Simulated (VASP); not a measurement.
# C (Fmmm) in VASP: a series of runs

The runs below take C through single point, with PBE+D3(BJ).

All numbers are computed with VASP 6.6.1; they aren't measurements. Logs are shortened: lines on timing, memory, paths and dates and some standing lists are left out, and cuts for length are marked.

## Step 1: The cell of the first run

Symmetry: Fmmm, No. 69, orthorhombic system. The conventional cell has a = 2.415 Å, b = 4.181 Å, c = 6.657 Å, α = 90.00°, β = 90.00°, γ = 90.00°. Within 1.8 Å of C (site symmetry m2m) lie 3 C at 1.36 to 1.47 Å.

## Step 2: Single point, PBE+D3(BJ)

INCAR reads:

```
SYSTEM = C
  PREC = Accurate
  ENCUT = 520
  EDIFF = 1E-6
  ISMEAR = 0
  SIGMA = 0.03
  LREAL = .FALSE.
  LASPH = .TRUE.
  NELM = 100
  ALGO = Normal
  ISIF = 2
  LWAVE = .FALSE.
  LCHARG = .FALSE.
  GGA = PE
  IVDW = 12
  NBANDS = 11
```

KPOINTS reads:

```
regular mesh
0
G
  16 16 16
  0 0 0
```

POSCAR reads:

```
C
1.0
    0.0000000000      2.0905313474      3.3285103516
    1.2076129663      0.0000000000      3.3285103516
    1.2076129663      2.0905313474      0.0000000000
C
2
Direct
    0.1754825005      0.8245174995      0.1754825005
    0.8245174995      0.1754825005      0.8245174995
```

Potentials or basis: VASP PAW PBE potentials, release 64 (C).

Command:

```console
> cat potpaw_PBE.64/C/POTCAR > POTCAR
> mpirun -np 1 vasp_std > vasp.out
```

OUTCAR:

```text
SYSTEM = C
   PREC = Accurate
   ENCUT = 520
   EDIFF = 1E-6
   ISMEAR = 0
   LREAL = .FALSE.
   LASPH = .TRUE.
   NELM = 100
   ISIF = 2
   GGA = PE
   IVDW = 12
 IVDW          = 12

 ion  position               nearest neighbor table
   1  0.175  0.825  0.175-   2 1.36   2 1.36   2 1.47
   2  0.825  0.175  0.825-   1 1.36   1 1.36   1 1.47

  LATTYP: Found a face centered orthorhombic cell.
 ALAT       =     2.4152259326
 B/A-ratio  =     1.7311269469
 C/A-ratio  =     2.7562724519

  Lattice vectors:

 A1 = (   0.0000000000,   2.0905313474,   3.3285103516)
 A2 = (   1.2076129663,   0.0000000000,   3.3285103516)
 A3 = (   1.2076129663,   2.0905313474,   0.0000000000)

Analysis of symmetry for initial positions (statically):
=====================================================================
 Subroutine PRICEL returns:
 Original cell was already a primitive cell.

 Routine SETGRP: Setting up the symmetry group for a
 face centered orthorhombic supercell.

 Subroutine GETGRP returns: Found  8 space group operations
 (whereof  8 operations were pure point group operations)
 out of a pool of  8 trial point group operations.

The static configuration has the point symmetry D_2h.

Analysis of symmetry for dynamics (positions and initial velocities):
=====================================================================
 Subroutine PRICEL returns:
 Original cell was already a primitive cell.

 Routine SETGRP: Setting up the symmetry group for a
 face centered orthorhombic supercell.

 Subroutine GETGRP returns: Found  8 space group operations
 (whereof  8 operations were pure point group operations)
 out of a pool of  8 trial point group operations.

The dynamic configuration has the point symmetry D_2h.

 Subroutine INISYM returns: Found  8 space group operations
 (whereof  8 operations are pure point group operations),
 and found     1 'primitive' translations

----------------------------------------------------------------------------------------

                                     Primitive cell

  volume of cell :      16.8060

  direct lattice vectors                    reciprocal lattice vectors
     0.000000000  2.090531347  3.328510352    -0.414039940  0.239173644  0.150217349
     1.207612966  0.000000000  3.328510352     0.414039940 -0.239173644  0.150217349
     1.207612966  2.090531347  0.000000000     0.414039940  0.239173644 -0.150217349

  length of vectors
     3.930560071  3.540806439  2.414259802     0.501196923  0.501196923  0.501196923

  position of ions in fractional coordinates (direct lattice)
     0.175482501  0.824517499  0.175482501
     0.824517499  0.175482501  0.824517499

  ion indices of the primitive-cell ions
   primitive index   ion index
                 1           1
                 2           2

----------------------------------------------------------------------------------------

 KPOINTS: regular mesh

Automatic generation of k-mesh.
 Grid dimensions read from file:
 generate k-points for:   16   16   16

 Generating k-lattice:

  Cartesian coordinates                     Fractional coordinates (reciprocal lattice)
    -0.025877496  0.014948353  0.009388584     0.062500000  0.000000000  0.000000000
     0.025877496 -0.014948353  0.009388584     0.000000000  0.062500000  0.000000000
     0.025877496  0.014948353 -0.009388584     0.000000000  0.000000000  0.062500000

  Length of vectors
     0.031324808  0.031324808  0.031324808

  Shift w.r.t. Gamma in fractional coordinates (k-lattice)
     0.000000000  0.000000000  0.000000000

 Subroutine IBZKPT returns following result:
 ===========================================

 Found    621 irreducible k-points:

 Following reciprocal coordinates:
            Coordinates               Weight
  0.000000  0.000000  0.000000      1.000000
  0.062500  0.000000  0.000000      8.000000
  0.125000  0.000000  0.000000      8.000000
  0.187500 -0.000000 -0.000000      8.000000
  0.250000  0.000000  0.000000      8.000000
  0.312500 -0.000000  0.000000      8.000000
[... 16 lines left out ...]
 -0.125000  0.062500  0.000000      8.000000
 -0.062500  0.062500  0.000000      4.000000
 [... further k-points ...]
   k-points           NKPTS =    621   k-points in BZ     NKDIM =    621   number of bands    NBANDS=     11
   number of dos      NEDOS =    301   number of ions     NIONS =      2
   total plane-waves  NPLWV =  15120
   dimension x,y,z NGX =    30 NGY =   28 NGZ =   18
   dimension x,y,z NGXF=    60 NGYF=   56 NGZF=   36
   ions per type =               2
   NGX,Y,Z   is equivalent  to a cutoff of  12.69, 13.15, 12.39 a.u.
   NGXF,Y,Z  is equivalent  to a cutoff of  25.38, 26.29, 24.79 a.u.
 SYSTEM =  C
   PREC   = accura    normal or accurate (medium, high low for compatibility)
   ISTART =      0    job   : 0-new  1-cont  2-samecut
   ICHARG =      2    charge: 1-file 2-atom 10-const
   ISPIN  =      1    spin polarized calculation?
   LNONCOLLINEAR =      F non collinear calculations
   LSORBIT =      F    spin-orbit coupling
   LASPH  =      T    aspherical Exc in radial PAW
   ENCUT  =  520.0 eV  38.22 Ry    6.18 a.u.   7.31  6.58  4.49*2*pi/ulx,y,z
   NELM   =    100;   NELMIN=  2; NELMDL= -5     # of ELM steps
   EDIFF  = 0.1E-05   stopping-criterion for ELM
   LREAL  =      F    real-space projection
   EDIFFG = 0.1E-04   stopping-criterion for IOM
   NSW    =      0    number of steps for IOM
   IBRION =     -1    ionic relax: 0-MD 1-quasi-New 2-CG
   NFREE  =      0    steps in history (QN), initial steepest desc. (CG)
   ISIF   =      2    stress and relaxation
   ISYM   =      2    0-nonsym 1-usesym 2-fastsym
   POTIM  = 0.5000    time-step for ionic-motion
   TEBEG  =    0.0;   TEEND  =   0.0 temperature during run
   PSTRESS=    0.0 pullay stress
   NELECT =       8.0000    total number of electrons
   NUPDOWN=      -1.0000    fix difference up-down
   EMIN   =  10.00;   EMAX   =-10.00  energy-range for DOS
   EFERMI =   0.00;   METHOD = LEGACY
   ISMEAR =     0;   SIGMA  =   0.03  broadening in eV -4-tet -1-fermi 0-gaus
   EFERMI_NEDOS =   21; number of points for ismear=-14 and -15
   IALGO  =     38    algorithm
   IMIX   =      4    mixing-type and parameters
     AMIX     =   0.40;   BMIX     =  1.00
     AMIX_MAG =   1.60;   BMIX_MAG =  1.00
  volume/ion in A,a.u.               =       8.40        56.71
  Fermi-wavevector in a.u.,A,eV,Ry     =   1.278253  2.415547 22.230966  1.633930
  Thomas-Fermi vector in A             =   2.410806
   LORBIT       =      0    0 simple, 1 ext, 2 COOP (PROOUT), +10 PAW based schemes
   GGA     = PE    functional components
   LHFCALC =     F    Hartree Fock is set to
   AEXX    =    0.0000 exact exchange contribution
   IVDW    =    12    specifies the selected vdW correction
   LEPSILON=     F    determine dielectric tensor
   LRPA    =     F    only Hartree local field effects (RPA)
 non-spin polarized calculation
 Gauss-broadening in eV      SIGMA  =   0.03
  energy-cutoff  :      520.00
  volume of cell :       16.81
 maximum number of plane-waves:       471
 NGX is ok and might be reduce to    30
   NGX = 15   NGY = 13   NGZ =  9

 number of electron       8.0000000 magnetization

 Free energy of the ion-electron system (eV)
  ---------------------------------------------------
  ext. energy  EPLUGINS =         0.00000000
  ---------------------------------------------------
  free energy    TOTEN  =       -18.19169944 eV

  energy without entropy =      -18.19166882  energy(sigma->0) =      -18.19168413

 E-fermi :   5.0449     XC(G=0): -10.4974

 val. band max:        5.0365569428   @ k =  -0.1875   0.1250   0.3125
 cond. band min:       5.0531838125   @ k =  -0.1875   0.1250   0.3125
 fundamental gap:      0.0166268698
 Fermi energy:         5.0448703775

 k-point     1 :       0.0000    0.0000    0.0000
  band No.  band energies     occupation
      1     -15.0383      2.00000
      2      -1.8443      2.00000
      3       1.0187      2.00000
      4       3.3667      2.00000
      5       9.2384      0.00000
      6      12.3548      0.00000
      7      15.4737      0.00000
      8      17.3147      0.00000
      9      19.2509      0.00000
     10      28.4768      0.00000
     11      31.4393      0.00000

 k-point     2 :       0.0625    0.0000    0.0000
  band No.  band energies     occupation
      1     -14.9397      2.00000
      2      -1.7550      2.00000
      3       0.7269      2.00000
      4       3.0655      2.00000
      5       9.4037      0.00000
      6      12.6509      0.00000
      7      15.6367      0.00000
      8      16.9175      0.00000
      9      19.4269      0.00000
     10      28.8141      0.00000
     11      30.6542      0.00000

 k-point     3 :       0.1250    0.0000    0.0000
  band No.  band energies     occupation
      1     -14.6445      2.00000
      2      -1.4859      2.00000
      3      -0.0885      2.00000
      4       2.3148      2.00000
      5       9.8967      0.00000
      6      13.2501      0.00000
      7      15.8213      0.00000
      8      16.2205      0.00000
      9      19.9796      0.00000
     10      28.6305      0.00000
     11      29.7303      0.00000
[... 267 lines left out ...]
 k-point    23 :      -0.1250    0.0625    0.0000
  band No.  band energies     occupation
      1     -14.1762      2.00000
      2      -1.2953      2.00000
      3      -0.8598      2.00000
      4       1.4052      2.00000
      5      10.3340      0.00000
      6      13.5934      0.00000
      7      14.2020      0.00000
      8      17.4825      0.00000
      9      20.9203      0.00000
     10      26.5598      0.00000
     11      30.6109      0.00000

 k-point    24 :      -0.0625    0.0625    0.0000
  band No.  band energies     occupation
      1     -14.6554      2.00000
      2      -1.3934      2.00000
      3      -0.0866      2.00000
      4       2.3144      2.00000
      5       9.7037      0.00000
      6      13.2477      0.00000
      7      15.8075      0.00000
      8      16.2254      0.00000
      9      19.9930      0.00000
     10      28.6306      0.00000
     11      29.7394      0.00000

 [... further k-points ...]

------------------------ aborting loop because EDIFF is reached ----------------------------------------

 Edisp (eV)   -0.31328

 E8    (eV) :    -0.0888

  FORCE on cell =-STRESS in cart. coord.  units (eV):
  Direction    XX          YY          ZZ          XY          YZ          ZX
  --------------------------------------------------------------------------------------
  -------------------------------------------------------------------------------------
  Total       4.85033     2.45819     0.05897     0.00000     0.00000     0.00000
  in kB     462.39935   234.34797     5.62170     0.00000     0.00000     0.00000
  external pressure =      234.12 kB  Pullay stress =        0.00 kB

 VOLUME and BASIS-vectors are now :
 -----------------------------------------------------------------------------
  energy-cutoff  :      520.00
  volume of cell :       16.81
      direct lattice vectors                 reciprocal lattice vectors
     0.000000000  2.090531347  3.328510352    -0.414039940  0.239173644  0.150217349
     1.207612966  0.000000000  3.328510352     0.414039940 -0.239173644  0.150217349
     1.207612966  2.090531347  0.000000000     0.414039940  0.239173644 -0.150217349

 POSITION                                       TOTAL-FORCE (eV/Angst)
 -----------------------------------------------------------------------------------
      1.20761      0.73370      3.32851         0.000000     -4.160692      0.000000
      1.20761      3.44736      3.32851         0.000000      4.160692      0.000000
 -----------------------------------------------------------------------------------
    total drift:                                0.000000      0.000000     -0.000000

  FREE ENERGIE OF THE ION-ELECTRON SYSTEM (eV)
  ---------------------------------------------------
  free  energy   TOTEN  =       -18.5049808169 eV

  energy  without entropy=      -18.5049502025  energy(sigma->0) =      -18.50496551
```

It took 56 s on 1 thread of Intel Xeon 6975P-C (Granite Rapids), shared host; peak memory 0.22 GiB.

What came out:

```yaml
Free_energy: -18.5050 eV
Pressure: 23.4 GPa
Largest_force: 4.161 eV/Å
Band_gap_on_the_k_mesh: 0.02 eV, direct
Dispersion_energy_per_atom: -0.157 eV
```

Forces on the atoms (eV/Å):
```
C    0.000 -4.161  0.000
C    0.000  4.161  0.000
```

Caveat: forces of over 1 eV/Å act on the atoms, so gaps and moduli don't describe the material at rest. A k mesh can miss the band edges.

## Step 3: Single point, PBE+D3(BJ)

INCAR reads:

```
ALGO     = Normal         # electronic algorithm
EDIFF    = 1E-7           # SCF threshold, eV
ENCUT    = 520            # plane-wave cutoff, eV
GGA      = PE             # functional
ISIF     = 2              # what is computed and relaxed
ISMEAR   = 0              # smearing method
IVDW     = 12             # dispersion correction
LASPH    = T              # aspherical terms in the spheres
LCHARG   = T              # write CHGCAR
LELF     = T              # ELF
LREAL    = F              # projectors in reciprocal space
LVHAR    = T            
LWAVE    = F              # write WAVECAR
NBANDS   = 11             # bands
NELM     = 60             # most SCF steps
PREC     = Accurate       # precision mode
SIGMA    = 0.03           # smearing width, eV
```

KPOINTS reads:

```
k-points
0
Gamma
  16 16 16
```

POSCAR reads:

```
C
1.0
    0.0000000000      2.0905313474      3.3285103516
    1.2076129663      0.0000000000      3.3285103516
    1.2076129663      2.0905313474      0.0000000000
C
2
Direct
    0.1930543001      0.8069456999      0.1930543001
    0.8069456999      0.1930543001      0.8069456999
```

Potentials or basis: VASP PAW PBE potentials, release 64 (C).

Command:

```console
> cat potpaw_PBE.64/C/POTCAR > POTCAR
> mpirun -np 1 vasp_std > vasp.out
```

OUTCAR:

```text
EDIFF = 1E-7
   ENCUT = 520
   GGA = PE
   ISIF = 2
   ISMEAR = 0
   IVDW = 12
   LASPH = T
   LREAL = F
   NELM = 60
   PREC = Accurate
 IVDW          = 12

 ion  position               nearest neighbor table
   1  0.193  0.807  0.193-   2 1.30   2 1.30   2 1.61
   2  0.807  0.193  0.807-   1 1.30   1 1.30   1 1.61

  LATTYP: Found a face centered orthorhombic cell.
 ALAT       =     2.4152259326
 B/A-ratio  =     1.7311269469
 C/A-ratio  =     2.7562724519

  Lattice vectors:

[... 523 lines left out ...]

------------------------ aborting loop because EDIFF is reached ----------------------------------------

 Edisp (eV)   -0.31490

 E8    (eV) :    -0.0893

  FORCE on cell =-STRESS in cart. coord.  units (eV):
  Direction    XX          YY          ZZ          XY          YZ          ZX
  --------------------------------------------------------------------------------------
  -------------------------------------------------------------------------------------
  Total       9.59246     2.79176     0.02750     0.00000     0.00000     0.00000
  in kB     914.48427   266.14901     2.62120     0.00000     0.00000     0.00000
  external pressure =      394.42 kB  Pullay stress =        0.00 kB

 VOLUME and BASIS-vectors are now :
 -----------------------------------------------------------------------------
  energy-cutoff  :      520.00
  volume of cell :       16.81
      direct lattice vectors                 reciprocal lattice vectors
     0.000000000  2.090531347  3.328510352    -0.414039940  0.239173644  0.150217349
     1.207612966  0.000000000  3.328510352     0.414039940 -0.239173644  0.150217349
     1.207612966  2.090531347  0.000000000     0.414039940  0.239173644 -0.150217349

 POSITION                                       TOTAL-FORCE (eV/Angst)
 -----------------------------------------------------------------------------------
      1.20761      0.80717      3.32851         0.000000     -8.932043      0.000000
      1.20761      3.37389      3.32851         0.000000      8.932043      0.000000
 -----------------------------------------------------------------------------------
    total drift:                                0.000000      0.000000      0.000000

  FREE ENERGIE OF THE ION-ELECTRON SYSTEM (eV)
  ---------------------------------------------------
  free  energy   TOTEN  =       -17.4526976154 eV

  energy  without entropy=      -17.4524236752  energy(sigma->0) =      -17.45256065
```

stdout:

```text
POSCAR found type information on POSCAR C
 POSCAR found :  1 types and       2 ions
 scaLAPACK will be used
 LDA part: xc-table for (Slater+PW92), standard interpolation
 POSCAR, INCAR and KPOINTS ok, starting setup
 FFT: planning ... GRIDC
 FFT: planning ... GRID_SOFT
 FFT: planning ... GRID
 WAVECAR not read
 entering main loop
```

It took 60 s on 1 thread of Intel Xeon 6975P-C (Granite Rapids), shared host; peak memory 0.22 GiB.

Results:

```yaml
Free_energy: -17.4527 eV
Pressure: 39.4 GPa
Largest_force: 8.932 eV/Å
Band_gap_on_the_k_mesh: zero (band 4 reaches 6.01 eV, above the bottom of band 5 at 5.00 eV)
Dispersion_energy_per_atom: -0.157 eV
```

Forces on the atoms (eV/Å):
```
C    0.000 -8.932  0.000
C    0.000  8.932  0.000
```

Caveat: pairwise dispersion overbinds metals, which lowers pressure and volume; forces of over 1 eV/Å act on the atoms, so gaps and moduli don't describe the material at rest.

## Step 4: Single point, PBE+D3(BJ)

This run uses another cell than the first one, of 8.58 Å³/atom, 1.021 times its volume.

INCAR reads:

```
SYSTEM = C
ALGO = Normal ; EDIFF = 1E-6
ENCUT = 520 ; GGA = PE
ISIF = 2 ; ISMEAR = 0
IVDW = 12 ; LASPH = .TRUE.
LCHARG = .FALSE. ; LREAL = .FALSE.
LWAVE = .FALSE. ; NBANDS = 11
NELM = 80 ; PREC = Accurate
SIGMA = 0.03
```

KPOINTS reads:

```
k-points
0
G
  16 16 16
  0 0 0
```

POSCAR reads:

```
C
1.0
    0.0000000000      2.1052712824      3.3519790387
    1.2161276134      0.0000000000      3.3519790387
    1.2161276134      2.1052712824      0.0000000000
C
2
Direct
    0.1491248011      0.8508751989      0.1491248011
    0.8508751989      0.1491248011      0.8508751989
```

Command:

```console
> cat potpaw_PBE.64/C/POTCAR > POTCAR
> mpirun -np 1 vasp_std > vasp.out
```

It took 53 s on 1 thread of Intel Xeon 6975P-C (Granite Rapids), shared host; peak memory 0.22 GiB.

The run converged. Its results:

```
Free energy                : -17.9691 eV
Pressure                   : 26.1 GPa
Largest force              : 10.504 eV/Å
Band gap on the k mesh     : zero (band 4 reaches 4.85 eV, above the bottom of band 5 at 4.25 eV)
Dispersion energy per atom : -0.156 eV
```

Forces on the atoms (eV/Å):
```
C     0.000  10.504   0.000
C     0.000 -10.504   0.000
```

Stress tensor (GPa, compression positive):
```
12.96  0.00  0.00
 0.00 65.73  0.00
 0.00  0.00 -0.24
```

Levels at points of the mesh, in eV from the Fermi level:
```
           k point  band 1  band 2  band 3  band 4  band 5  band 6  band 7  band 8
(0.00, 0.00, 0.00)  -19.60   -6.52   -4.66   -0.18    4.56    6.15   11.46   12.55
(0.50, 0.00, 0.00)  -14.48  -12.46   -6.30   -2.66    3.01    7.20   13.02   14.29
(0.50, 0.50, 0.00)  -19.30   -8.43   -4.63   -0.22    6.08   10.72   11.29   12.63
(0.50, 0.00, 0.50)  -14.43  -13.46   -5.24    0.00    1.03    8.89   11.27   11.98
(0.00, 0.50, 0.50)  -14.28  -13.23   -5.30   -1.60   -0.26    8.48   14.68   18.40
```

Caveat: pairwise dispersion overbinds metals, which lowers pressure and volume; forces of over 1 eV/Å act on the atoms, so gaps and moduli don't describe the material at rest.

[end of part 1 of 2]
